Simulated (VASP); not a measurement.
# CdTeF6 (Fm-3m) in VASP: further runs

The runs below take CdTeF6 through density of states, with PBE, LDA.

Program: VASP 6.6.1. These are calculated values, not measurements. Logs are shortened: lines on timing, memory, paths and dates and some standing lists are left out, and cuts for length are marked.

## (1) The cell of the first run

Symmetry: Fm-3m, No. 225, cubic system. Conventional cell: a = 8.693 Å, b = 8.693 Å, c = 8.693 Å, α = 90.00°, β = 90.00°, γ = 90.00°. Within 3.0 Å of Cd (site symmetry m-3m) lie 6 F at 2.26 Å. Within 2.8 Å of Te (site symmetry m-3m) lie 6 F at 2.09 Å. F (site symmetry 4mm) has 1 Te at 2.09 Å and 1 Cd at 2.26 Å within 2.8 Å.

## (2) Density of states, PBE

File POSCAR:

```
CdTeF6
1.0
    0.0000000000      4.3463037541      4.3463037541
    4.3463037541      0.0000000000      4.3463037541
    4.3463037541      4.3463037541      0.0000000000
Cd Te F
1 1 6
Direct
    0.0000000000      0.0000000000      0.0000000000
    0.5000000000      0.5000000000      0.5000000000
    0.7402890084      0.2597109916      0.2597109916
    0.2597109916      0.7402890084      0.7402890084
    0.2597109916      0.7402890084      0.2597109916
    0.7402890084      0.2597109916      0.7402890084
    0.2597109916      0.2597109916      0.7402890084
    0.7402890084      0.7402890084      0.2597109916
```

File INCAR.step1:

```
SYSTEM = CdTeF6
ALGO = Normal
EDIFF = 1E-7
ENCUT = 520
GGA = PE
ISIF = 2
ISMEAR = 0
LASPH = .True.
LCHARG = .True.
LREAL = .False.
LWAVE = .False.
NBANDS = 40
NELM = 100
PREC = Accurate
SIGMA = 0.02
```

File KPOINTS.step1:

```
k-points
0
Gamma
  6 6 6
  0 0 0
```

File INCAR.step2:

```
SYSTEM = CdTeF6
ALGO = Normal
EDIFF = 1E-7
ENCUT = 520
GGA = PE
ICHARG = 11
ISIF = 2
ISMEAR = -5
LASPH = .True.
LCHARG = .False.
LORBIT = 10
LREAL = .False.
LWAVE = .False.
NBANDS = 40
NEDOS = 2001
NELM = 100
PREC = Accurate
SIGMA = 0.02
```

File KPOINTS.step2:

```
k-points
0
Gamma
  9 9 9
  0 0 0
```

Potentials or basis: VASP PAW PBE potentials, release 64 (Cd, Te, F).

Launch:

```sh
> cat potpaw_PBE.64/Cd/POTCAR potpaw_PBE.64/Te/POTCAR potpaw_PBE.64/F/POTCAR > POTCAR
> cp INCAR.step1 INCAR
> cp KPOINTS.step1 KPOINTS
> mpirun -np 1 vasp_std > vasp.out
> cp INCAR.step2 INCAR
> cp KPOINTS.step2 KPOINTS
> mpirun -np 1 vasp_std > vasp.out
```

OUTCAR:

```text
SYSTEM = CdTeF6
   EDIFF = 1E-7
   ENCUT = 520
   GGA = PE
   ICHARG = 11
   ISIF = 2
   ISMEAR = -5
   LASPH = .True.
   LORBIT = 10
   LREAL = .False.
   NELM = 100
   PREC = Accurate

 ion  position               nearest neighbor table
   1  0.000  0.000  0.000-   3 2.26   4 2.26   5 2.26   6 2.26   7 2.26   8 2.26
   2  0.500  0.500  0.500-   3 2.09   4 2.09   5 2.09   6 2.09   7 2.09   8 2.09
   3  0.740  0.260  0.260-   2 2.09   1 2.26
   4  0.260  0.740  0.740-   2 2.09   1 2.26
   5  0.260  0.740  0.260-   2 2.09   1 2.26
   6  0.740  0.260  0.740-   2 2.09   1 2.26
   7  0.260  0.260  0.740-   2 2.09   1 2.26
   8  0.740  0.740  0.260-   2 2.09   1 2.26

  LATTYP: Found a face centered cubic cell.
 ALAT       =     8.6926075082

  Lattice vectors:

 A1 = (   0.0000000000,   4.3463037541,   4.3463037541)
 A2 = (   4.3463037541,   0.0000000000,   4.3463037541)
 A3 = (   4.3463037541,   4.3463037541,   0.0000000000)

Analysis of symmetry for initial positions (statically):
=====================================================================
 Subroutine PRICEL returns:
 Original cell was already a primitive cell.

 Routine SETGRP: Setting up the symmetry group for a
 face centered cubic supercell.

 Subroutine GETGRP returns: Found 48 space group operations
 (whereof 48 operations were pure point group operations)
 out of a pool of 48 trial point group operations.

The static configuration has the point symmetry O_h .

Analysis of symmetry for dynamics (positions and initial velocities):
=====================================================================
 Subroutine PRICEL returns:
 Original cell was already a primitive cell.

 Routine SETGRP: Setting up the symmetry group for a
 face centered cubic supercell.

 Subroutine GETGRP returns: Found 48 space group operations
 (whereof 48 operations were pure point group operations)
 out of a pool of 48 trial point group operations.

The dynamic configuration has the point symmetry O_h .

 Subroutine INISYM returns: Found 48 space group operations
 (whereof 48 operations are pure point group operations),
 and found     1 'primitive' translations

----------------------------------------------------------------------------------------

                                     Primitive cell

  volume of cell :     164.2065

  direct lattice vectors                    reciprocal lattice vectors
     0.000000000  4.346303754  4.346303754    -0.115040280  0.115040280  0.115040280
     4.346303754  0.000000000  4.346303754     0.115040280 -0.115040280  0.115040280
     4.346303754  4.346303754  0.000000000     0.115040280  0.115040280 -0.115040280

  length of vectors
     6.146601715  6.146601715  6.146601715     0.199255610  0.199255610  0.199255610

  position of ions in fractional coordinates (direct lattice)
     0.000000000  0.000000000  0.000000000
     0.500000000  0.500000000  0.500000000
     0.740289008  0.259710992  0.259710992
     0.259710992  0.740289008  0.740289008
     0.259710992  0.740289008  0.259710992
     0.740289008  0.259710992  0.740289008
     0.259710992  0.259710992  0.740289008
     0.740289008  0.740289008  0.259710992

  ion indices of the primitive-cell ions
   primitive index   ion index
                 1           1
                 2           2
                 3           3
                 4           4
                 5           5
                 6           6
                 7           7
                 8           8

----------------------------------------------------------------------------------------

 KPOINTS: k-points

Automatic generation of k-mesh.
 Grid dimensions read from file:
 generate k-points for:    9    9    9

 Generating k-lattice:

  Cartesian coordinates                     Fractional coordinates (reciprocal lattice)
    -0.012782253  0.012782253  0.012782253     0.111111111  0.000000000  0.000000000
     0.012782253 -0.012782253  0.012782253     0.000000000  0.111111111  0.000000000
     0.012782253  0.012782253 -0.012782253     0.000000000  0.000000000  0.111111111

  Length of vectors
     0.022139512  0.022139512  0.022139512

  Shift w.r.t. Gamma in fractional coordinates (k-lattice)
     0.000000000  0.000000000  0.000000000

 TETIRR: Found    115 inequivalent tetrahedra from     4374

 Subroutine IBZKPT returns following result:
 ===========================================

 Found     35 irreducible k-points:

 Following reciprocal coordinates:
            Coordinates               Weight
  0.000000  0.000000  0.000000      1.000000
  0.111111  0.000000  0.000000      8.000000
  0.222222  0.000000  0.000000      8.000000
  0.333333  0.000000  0.000000      8.000000
  0.444444  0.000000  0.000000      8.000000
  0.111111  0.111111  0.000000      6.000000
[... 16 lines left out ...]
 -0.333333  0.333333  0.000000     12.000000
  0.444444  0.444444  0.000000      6.000000
 [... further k-points ...]
   k-points           NKPTS =     35   k-points in BZ     NKDIM =     35   number of bands    NBANDS=     40
   number of dos      NEDOS =   2001   number of ions     NIONS =      8
   total plane-waves  NPLWV = 110592
   dimension x,y,z NGX =    48 NGY =   48 NGZ =   48
   dimension x,y,z NGXF=    96 NGYF=   96 NGZF=   96
   ions per type =               1   1   6
   NGX,Y,Z   is equivalent  to a cutoff of  12.98, 12.98, 12.98 a.u.
   NGXF,Y,Z  is equivalent  to a cutoff of  25.96, 25.96, 25.96 a.u.
 SYSTEM =  CdTeF6
   PREC   = accura    normal or accurate (medium, high low for compatibility)
   ISTART =      0    job   : 0-new  1-cont  2-samecut
   ICHARG =     11    charge: 1-file 2-atom 10-const
   ISPIN  =      1    spin polarized calculation?
   LNONCOLLINEAR =      F non collinear calculations
   LSORBIT =      F    spin-orbit coupling
   LASPH  =      T    aspherical Exc in radial PAW
   ENCUT  =  520.0 eV  38.22 Ry    6.18 a.u.  11.43 11.43 11.43*2*pi/ulx,y,z
   NELM   =    100;   NELMIN=  2; NELMDL=  0     # of ELM steps
   EDIFF  = 0.1E-06   stopping-criterion for ELM
   LREAL  =      F    real-space projection
   EDIFFG = 0.1E-05   stopping-criterion for IOM
   NSW    =      0    number of steps for IOM
   IBRION =     -1    ionic relax: 0-MD 1-quasi-New 2-CG
   NFREE  =      0    steps in history (QN), initial steepest desc. (CG)
   ISIF   =      2    stress and relaxation
   ISYM   =      2    0-nonsym 1-usesym 2-fastsym
   POTIM  = 0.5000    time-step for ionic-motion
   TEBEG  =    0.0;   TEEND  =   0.0 temperature during run
   PSTRESS=    0.0 pullay stress
   NELECT =      60.0000    total number of electrons
   NUPDOWN=      -1.0000    fix difference up-down
   EMIN   =  10.00;   EMAX   =-10.00  energy-range for DOS
   EFERMI =   0.00;   METHOD = LEGACY
   ISMEAR =    -5;   SIGMA  =   0.02  broadening in eV -4-tet -1-fermi 0-gaus
   EFERMI_NEDOS =   21; number of points for ismear=-14 and -15
   IALGO  =     38    algorithm
   IMIX   =      4    mixing-type and parameters
     AMIX     =   0.40;   BMIX     =  1.00
     AMIX_MAG =   1.60;   BMIX_MAG =  1.00
  volume/ion in A,a.u.               =      20.53       138.51
  Fermi-wavevector in a.u.,A,eV,Ry     =   1.170384  2.211706 18.637254  1.369800
  Thomas-Fermi vector in A             =   2.306844
   LORBIT       =     10    0 simple, 1 ext, 2 COOP (PROOUT), +10 PAW based schemes
   GGA     = PE    functional components
   LHFCALC =     F    Hartree Fock is set to
   AEXX    =    0.0000 exact exchange contribution
   IVDW    =     0    specifies the selected vdW correction
   LEPSILON=     F    determine dielectric tensor
   LRPA    =     F    only Hartree local field effects (RPA)
 non-spin polarized calculation
 Fermi weights with tetrahedron method with Bloechl corrections
  energy-cutoff  :      520.00
  volume of cell :      164.21
 maximum number of plane-waves:      4477
 NGX is ok and might be reduce to    48

 number of electron      59.9999950 magnetization

 Free energy of the ion-electron system (eV)
  ---------------------------------------------------
  ext. energy  EPLUGINS =         0.00000000
  ---------------------------------------------------
  free energy    TOTEN  =       -31.62753252 eV

  energy without entropy =      -31.62753252  energy(sigma->0) =      -31.62753252

 E-fermi :  -1.5455     XC(G=0):  -7.4897

 val. band max:       -1.5617065039   @ k =  -0.4444   0.4444   0.0000
 cond. band min:       1.2283972574   @ k =   0.4444   0.0000   0.0000
 fundamental gap:      2.7901037613
 Fermi energy:        -1.5455408201

 k-point     1 :       0.0000    0.0000    0.0000
  band No.  band energies     occupation
      1     -24.1944      2.00000
      2     -23.6333      2.00000
      3     -23.6333      2.00000
      4     -23.6333      2.00000
      5     -23.4133      2.00000
      6     -23.4133      2.00000
[... 32 lines left out ...]
     39       9.0776      0.00000
     40       9.4766      0.00000

 k-point     2 :       0.1111    0.0000    0.0000
  band No.  band energies     occupation
      1     -24.1864      2.00000
      2     -23.6425      2.00000
      3     -23.6328      2.00000
      4     -23.6328      2.00000
      5     -23.4137      2.00000
      6     -23.4137      2.00000
[... 935 lines left out ...]
     39       9.4619      0.00000
     40       9.6522      0.00000

 k-point    24 :       0.4444    0.4444    0.0000
  band No.  band energies     occupation
      1     -24.1193      2.00000
      2     -23.6430      2.00000
      3     -23.6357      2.00000
      4     -23.6357      2.00000
      5     -23.4932      2.00000
      6     -23.4110      2.00000
[... 32 lines left out ...]
     39       8.6401      0.00000
     40      10.4916      0.00000

 [... further k-points ...]
[... 5 lines left out ...]
  --------------------------------------------------------------------------------------
  -------------------------------------------------------------------------------------
  Total       -0.2203826     -0.2203826     -0.2203826      0.0000000     -0.0000000      0.0000000
  in kB       -2.1502929     -2.1502929     -2.1502929      0.0000000     -0.0000000      0.0000000
  external PRESSURE =      -2.1502929 kB  Pullay stress =       0.0000000 kB

 VOLUME and BASIS-vectors are now :
 -----------------------------------------------------------------------------
  energy-cutoff  :      520.00
  volume of cell :      164.21
      direct lattice vectors                 reciprocal lattice vectors
     0.000000000  4.346303754  4.346303754    -0.115040280  0.115040280  0.115040280
     4.346303754  0.000000000  4.346303754     0.115040280 -0.115040280  0.115040280
     4.346303754  4.346303754  0.000000000     0.115040280  0.115040280 -0.115040280

 POSITION                                       TOTAL-FORCE (eV/Angst)
 -----------------------------------------------------------------------------------
      0.00000      0.00000      0.00000        -0.000000     -0.000000     -0.000000
      4.34630      4.34630      4.34630         0.000000      0.000000      0.000000
      2.25757      4.34630      4.34630         0.099707      0.000000      0.000000
      6.43504      4.34630      4.34630        -0.099707      0.000000      0.000000
      4.34630      2.25757      4.34630         0.000000      0.099707      0.000000
      4.34630      6.43504      4.34630         0.000000     -0.099707      0.000000
      4.34630      4.34630      2.25757         0.000000      0.000000      0.099707
      4.34630      4.34630      6.43504         0.000000      0.000000     -0.099707
 -----------------------------------------------------------------------------------
    total drift:                                0.000000     -0.000000     -0.000000

  FREE ENERGIE OF THE ION-ELECTRON SYSTEM (eV)
  ---------------------------------------------------
  free  energy   TOTEN  =       -31.6275325212 eV

  energy  without entropy=      -31.6275325212  energy(sigma->0) =      -31.62753252

 total charge

# of ion       s       p       d       tot
------------------------------------------
    1        0.224   0.178   9.681  10.083
    2        1.600   1.056   0.218   2.873
    3        1.744   4.326   0.000   6.071
    4        1.744   4.326   0.000   6.071
    5        1.744   4.326   0.000   6.071
    6        1.744   4.326   0.000   6.071
    7        1.744   4.326   0.000   6.071
    8        1.744   4.326   0.000   6.071
--------------------------------------------------
tot         12.289  27.192   9.898  49.380
```

It took 2.5 min on 1 thread of Intel Xeon 6975P-C (Granite Rapids), shared host; peak memory 0.42 GiB.

Results:

```
Valence electrons inside the program's atomic spheres : Cd 10.08; Te 2.87; F 6.07
```

Caveat: spin-orbit coupling is left out, which moves the levels of the heavy elements.

## (3) Density of states, LDA

POSCAR is that of step 2.

File INCAR.step1:

```
SYSTEM = CdTeF6
PREC     = Accurate       ! precision mode
ENCUT    = 520            ! plane-wave cutoff, eV
EDIFF    = 1E-7           ! SCF threshold, eV
ISMEAR   = 0              ! smearing method
SIGMA    = 0.02           ! smearing width, eV
LREAL    = .FALSE.        ! projectors in reciprocal space
LASPH    = .TRUE.         ! aspherical terms in the spheres
NELM     = 60             ! most SCF steps
ALGO     = Normal         ! electronic algorithm
ISIF     = 2              ! what is computed and relaxed
LWAVE    = .FALSE.        ! write WAVECAR
LCHARG   = .TRUE.         ! write CHGCAR
NBANDS   = 40             ! bands
```

File KPOINTS.step1:

```
Automatic mesh
0
G
  6 6 6
  0 0 0
```

File INCAR.step2:

```
SYSTEM = CdTeF6
PREC     = Accurate       ! precision mode
ENCUT    = 520            ! plane-wave cutoff, eV
EDIFF    = 1E-7           ! SCF threshold, eV
ISMEAR   = -5             ! smearing method
SIGMA    = 0.02           ! smearing width, eV
LREAL    = .FALSE.        ! projectors in reciprocal space
LASPH    = .TRUE.         ! aspherical terms in the spheres
NELM     = 60             ! most SCF steps
ALGO     = Normal         ! electronic algorithm
ISIF     = 2              ! what is computed and relaxed
LWAVE    = .FALSE.        ! write WAVECAR
LCHARG   = .FALSE.        ! write CHGCAR
LORBIT   = 10             ! projections on sites
NBANDS   = 40             ! bands
NEDOS    = 1001           ! points of the DOS
ICHARG   = 11             ! starting density
```

File KPOINTS.step2:

```
Automatic mesh
0
G
  9 9 9
  0 0 0
```

Potentials or basis: VASP PAW LDA potentials, release 64 (Cd, Te, F).

Launch:

```sh
> cat potpaw_LDA.64/Cd/POTCAR potpaw_LDA.64/Te/POTCAR potpaw_LDA.64/F/POTCAR > POTCAR
> cp INCAR.step1 INCAR
> cp KPOINTS.step1 KPOINTS
> mpirun -np 1 vasp_std > vasp.out
> cp INCAR.step2 INCAR
> cp KPOINTS.step2 KPOINTS
> mpirun -np 1 vasp_std > vasp.out
```

It took 9.4 min on 1 thread of Oxide Virtual Turin-like, shared host; peak memory 0.32 GiB.

Results (log left out):

| Quantity | Value |
| --- | --- |
| Valence electrons inside the program's atomic spheres | Cd 10.09; Te 2.91; F 6.04 |

Levels at points of the mesh, in eV from the valence-band top:
| k point | band 27 | band 28 | band 29 | band 30 | band 31 | band 32 | band 33 | band 34 |
| --- | --- | --- | --- | --- | --- | --- | --- | --- |
| (0.00, 0.00, 0.00) | -2.30 | -2.30 | -2.30 | -2.17 | 4.18 | 4.18 | 4.18 | 4.93 |

Caveat: spin-orbit coupling is left out, which moves the levels of the heavy elements.
